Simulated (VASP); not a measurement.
# Ni2Sb2Pd (I4/mmm) in VASP: further runs

Aim: see how the results for Ni2Sb2Pd move with the level of theory and the settings. Levels: PBE, PBEsol. Tasks: single point.

Everything below comes from runs of VASP 6.6.1. Logs are shortened: lines on timing, memory, paths and dates and some standing lists are left out, and cuts for length are marked.

## (1) The cell of the first run

The structure is tetragonal, space group I4/mmm (No. 139). Conventional cell: a = 4.192 Å, b = 4.192 Å, c = 10.249 Å, α = 90.00°, β = 90.00°, γ = 90.00°. Within 4.2 Å of Pd (site symmetry 4/mmm) lie 10 Sb at 3.20 to 3.92 Å and 8 Ni at 3.31 Å and 4 Pd at 4.19 Å. Within 3.2 Å of Sb (site symmetry 4mm) lie 1 Sb at 2.40 Å and 4 Ni at 2.50 Å and 4 Pd at 3.20 Å. Ni (site symmetry -4m2) has 4 Sb at 2.50 Å and 4 Ni at 2.96 Å and 4 Pd at 3.31 Å within 3.4 Å.

## (2) Single point, PBE

INCAR reads:

```
PREC = Accurate
ENCUT = 520
EDIFF = 1E-6
ISMEAR = 0
SIGMA = 0.0666
LREAL = F
LASPH = T
NELM = 80
ALGO = Normal
ISIF = 2
LWAVE = F
LCHARG = F
GGA = PE
NBANDS = 28
```

KPOINTS reads:

```
Automatic mesh
0
Gamma
  5 5 5
```

POSCAR reads:

```
Ni2Sb2Pd
1.0
    0.0000000000      4.1923480000      0.0000000000
    4.1923480000      0.0000000000      0.0000000000
    2.0961740000      2.0961740000     -5.1246000000
Pd Sb Ni
1 2 2
Direct
    0.0000000000      0.0000000000      0.0000000000
    0.3828000000      0.3828000000      0.2344000000
    0.6172000000      0.6172000000      0.7656000000
    0.7500000000      0.2500000000      0.5000000000
    0.2500000000      0.7500000000      0.5000000000
```

Potentials or basis: VASP PAW PBE potentials, release 64 (Pd, Sb, Ni).

The run is started by

```bash
$ cat potpaw_PBE.64/Pd/POTCAR potpaw_PBE.64/Sb/POTCAR potpaw_PBE.64/Ni/POTCAR > POTCAR
$ mpirun -np 1 vasp_std > vasp.out
```

OUTCAR:

```text
PREC = Accurate
   ENCUT = 520
   EDIFF = 1E-6
   ISMEAR = 0
   LREAL = F
   LASPH = T
   NELM = 80
   ISIF = 2
   GGA = PE

 ion  position               nearest neighbor table
   1  0.000  0.000  0.000-   3 3.20   2 3.20   3 3.20   2 3.20   2 3.20   3 3.20   3 3.20   2 3.20

   2  0.383  0.383  0.234-   3 2.40   4 2.50   5 2.50   5 2.50   4 2.50   1 3.20   1 3.20   1 3.20
                             1 3.20
   3  0.617  0.617  0.766-   2 2.40   4 2.50   5 2.50   4 2.50   5 2.50   1 3.20   1 3.20   1 3.20
                             1 3.20
   4  0.750  0.250  0.500-   2 2.50   3 2.50   2 2.50   3 2.50   5 2.96   5 2.96   5 2.96   5 2.96

   5  0.250  0.750  0.500-   2 2.50   3 2.50   2 2.50   3 2.50   4 2.96   4 2.96   4 2.96   4 2.96

  LATTYP: Found a body centered tetragonal cell.
 ALAT       =     4.1923480000
 C/A-ratio  =     2.4447397974

  Lattice vectors:

 A1 = (  -2.0961740000,   2.0961740000,   5.1246000000)
 A2 = (   2.0961740000,  -2.0961740000,   5.1246000000)
 A3 = (   2.0961740000,   2.0961740000,  -5.1246000000)

Analysis of symmetry for initial positions (statically):
=====================================================================
 Subroutine PRICEL returns:
 Original cell was already a primitive cell.

 Routine SETGRP: Setting up the symmetry group for a
 body centered tetragonal supercell.

 Subroutine GETGRP returns: Found 16 space group operations
 (whereof 16 operations were pure point group operations)
 out of a pool of 16 trial point group operations.

The static configuration has the point symmetry D_4h.

Analysis of symmetry for dynamics (positions and initial velocities):
=====================================================================
 Subroutine PRICEL returns:
 Original cell was already a primitive cell.

 Routine SETGRP: Setting up the symmetry group for a
 body centered tetragonal supercell.

 Subroutine GETGRP returns: Found 16 space group operations
 (whereof 16 operations were pure point group operations)
 out of a pool of 16 trial point group operations.

The dynamic configuration has the point symmetry D_4h.

 Subroutine INISYM returns: Found 16 space group operations
 (whereof 16 operations are pure point group operations),
 and found     1 'primitive' translations

[... 91 lines left out ...]
   ENCUT  =  520.0 eV  38.22 Ry    6.18 a.u.   7.79  7.79 11.01*2*pi/ulx,y,z
   NELM   =     80;   NELMIN=  2; NELMDL= -5     # of ELM steps
   EDIFF  = 0.1E-05   stopping-criterion for ELM
   LREAL  =      F    real-space projection
   EDIFFG = 0.1E-04   stopping-criterion for IOM
   NSW    =      0    number of steps for IOM
   IBRION =     -1    ionic relax: 0-MD 1-quasi-New 2-CG
   NFREE  =      0    steps in history (QN), initial steepest desc. (CG)
   ISIF   =      2    stress and relaxation
   ISYM   =      2    0-nonsym 1-usesym 2-fastsym
   POTIM  = 0.5000    time-step for ionic-motion
   TEBEG  =    0.0;   TEEND  =   0.0 temperature during run
   PSTRESS=    0.0 pullay stress
   NELECT =      40.0000    total number of electrons
   NUPDOWN=      -1.0000    fix difference up-down
   EMIN   =  10.00;   EMAX   =-10.00  energy-range for DOS
   EFERMI =   0.00;   METHOD = LEGACY
   ISMEAR =     0;   SIGMA  =   0.07  broadening in eV -4-tet -1-fermi 0-gaus
   EFERMI_NEDOS =   21; number of points for ismear=-14 and -15
   IALGO  =     38    algorithm
   IMIX   =      4    mixing-type and parameters
     AMIX     =   0.40;   BMIX     =  1.00
     AMIX_MAG =   1.60;   BMIX_MAG =  1.00
  volume/ion in A,a.u.               =      18.01       121.56
  Fermi-wavevector in a.u.,A,eV,Ry     =   1.249022  2.360309 21.225837  1.560055
  Thomas-Fermi vector in A             =   2.383081
   LORBIT       =      0    0 simple, 1 ext, 2 COOP (PROOUT), +10 PAW based schemes
   GGA     = PE    functional components
   LHFCALC =     F    Hartree Fock is set to
   AEXX    =    0.0000 exact exchange contribution
   IVDW    =     0    specifies the selected vdW correction
   LEPSILON=     F    determine dielectric tensor
   LRPA    =     F    only Hartree local field effects (RPA)
 non-spin polarized calculation
 Gauss-broadening in eV      SIGMA  =   0.07
  energy-cutoff  :      520.00
  volume of cell :       90.07
 maximum number of plane-waves:      2439
   NGX = 15   NGY = 15   NGZ = 21

 number of electron      40.0000031 magnetization

 Free energy of the ion-electron system (eV)
  ---------------------------------------------------
  ext. energy  EPLUGINS =         0.00000000
  ---------------------------------------------------
  free energy    TOTEN  =       -23.09018478 eV

  energy without entropy =      -23.08446912  energy(sigma->0) =      -23.08732695

 E-fermi :   9.0551     XC(G=0): -11.3638

 val. band max:        9.0067494052   @ k =   0.4000   0.4000   0.2000
 cond. band min:       9.0814796132   @ k =  -0.2000  -0.4000   0.2000
 fundamental gap:      0.0747302080
 Fermi energy:         9.0550921522

 k-point     1 :       0.0000    0.0000    0.0000
  band No.  band energies     occupation
      1      -3.9201      2.00000
      2       0.5617      2.00000
      3       2.3989      2.00000
      4       5.2838      2.00000
      5       5.2838      2.00000
      6       6.0427      2.00000
[... 547 lines left out ...]
     27      14.3248      0.00000
     28      15.1296      0.00000

------------------------ aborting loop because EDIFF is reached ----------------------------------------

  FORCE on cell =-STRESS in cart. coord.  units (eV):
  Direction    XX          YY          ZZ          XY          YZ          ZX
  --------------------------------------------------------------------------------------
  -------------------------------------------------------------------------------------
  Total       -0.9538665     -0.9538665     12.5547939      0.0000000      0.0000000     -0.0000000
  in kB      -16.9677229    -16.9677229    223.3292195      0.0000000      0.0000000     -0.0000000
  external PRESSURE =      63.1312579 kB  Pullay stress =       0.0000000 kB

 VOLUME and BASIS-vectors are now :
 -----------------------------------------------------------------------------
  energy-cutoff  :      520.00
  volume of cell :       90.07
      direct lattice vectors                 reciprocal lattice vectors
     0.000000000  4.192348000  0.000000000     0.000000000  0.238529817  0.097568591
     4.192348000  0.000000000  0.000000000     0.238529817  0.000000000  0.097568591
     2.096174000  2.096174000 -5.124600000     0.000000000  0.000000000 -0.195137181

 POSITION                                       TOTAL-FORCE (eV/Angst)
 -----------------------------------------------------------------------------------
      0.00000      0.00000      0.00000        -0.000000      0.000000     -0.000000
      2.09617      2.09617     -1.20121        -0.000000     -0.000000     -4.825617
      4.19235      4.19235     -3.92339         0.000000      0.000000      4.825617
      2.09617      4.19235     -2.56230         0.000000     -0.000000      0.000000
      4.19235      2.09617     -2.56230        -0.000000      0.000000     -0.000000
 -----------------------------------------------------------------------------------
    total drift:                                0.000000     -0.000000     -0.000000

  FREE ENERGIE OF THE ION-ELECTRON SYSTEM (eV)
  ---------------------------------------------------
  free  energy   TOTEN  =       -23.0901847838 eV

  energy  without entropy=      -23.0844691186  energy(sigma->0) =      -23.08732695
```

Wall time 56 s (1 thread of Intel Xeon Platinum 8375C at 2.90GHz (Ice Lake), shared host); peak memory 0.23 GiB.

What came out:

| Quantity | Value |
| --- | --- |
| Free energy | -23.0902 eV |
| Pressure | 6.3 GPa |
| Largest force | 4.826 eV/Å |
| Band gap on the k mesh | zero (bands 20 and 21 overlap by 0.54 eV) |

Forces in eV/Å, atoms in the order of the input:
```
Pd   0.000  0.000  0.000
Sb   0.000  0.000 -4.826
Sb   0.000  0.000  4.826
Ni   0.000  0.000  0.000
Ni   0.000  0.000  0.000
```

Levels at points of the mesh, in eV from the Fermi level:
```tsv
k point	band 18	band 19	band 20	band 21	band 22	band 23
(0.00, 0.00, 0.00)	-1.03	0.17	0.17	0.28	0.28	1.10
```

Caveat: the stress differs along the axes, from -2 to 22 GPa; spin-orbit coupling is left out, which moves the levels of the heavy elements; forces of over 1 eV/Å act on the atoms, so gaps and moduli don't describe the material at rest.

## (3) Single point, PBEsol

INCAR reads:

```
PREC = Accurate
ENCUT = 520
EDIFF = 1E-6
ISMEAR = 0
SIGMA = 0.0666
LREAL = False
LASPH = True
NELM = 80
ALGO = Normal
ISIF = 2
LWAVE = False
LCHARG = True
GGA = PS
LELF = True
LVHAR = True
NBANDS = 28
```

KPOINTS reads:

```
regular mesh
0
Gamma
  5 5 5
```

POSCAR is that of step 2.

Potentials or basis: VASP PAW PBE potentials, release 64 (Pd, Sb, Ni).

The run is started by

```bash
$ cat potpaw_PBE.64/Pd/POTCAR potpaw_PBE.64/Sb/POTCAR potpaw_PBE.64/Ni/POTCAR > POTCAR
$ mpirun -np 1 vasp_std > vasp.out
```

It took 55 s on 1 thread of Intel Xeon Platinum 8375C at 2.90GHz (Ice Lake), shared host; peak memory 0.23 GiB.

The run converged. Its results:

```
Free energy            : -25.9274 eV
Pressure               : 1.0 GPa
Largest force          : 4.865 eV/Å
Band gap on the k mesh : zero (bands 20 and 21 overlap by 0.54 eV)
```

Forces in eV/Å, atoms in the order of the input:
```
Pd   0.000  0.000  0.000
Sb   0.000  0.000 -4.865
Sb   0.000  0.000  4.865
Ni   0.000  0.000  0.000
Ni   0.000  0.000  0.000
```

Stress tensor (GPa, compression positive):
```
-6.96  0.00  0.00
 0.00 -6.96  0.00
 0.00  0.00 16.85
```

Levels at points of the mesh, in eV from the Fermi level:
```csv
k point,band 16,band 17,band 18,band 19,band 20,band 21,band 22,band 23,band 24,band 25
"(0.00, 0.00, 0.00)",-1.48,-1.38,-1.03,0.17,0.17,0.28,0.28,1.05,2.99,3.19
```

Caveat: the stress differs along the axes, from -7 to 17 GPa; the PAW data sets were made with another functional, which shifts forces and pressure a little; spin-orbit coupling is left out, which moves the levels of the heavy elements.

The gap in the log of VASP goes by the Fermi energy; the results here count the filled bands.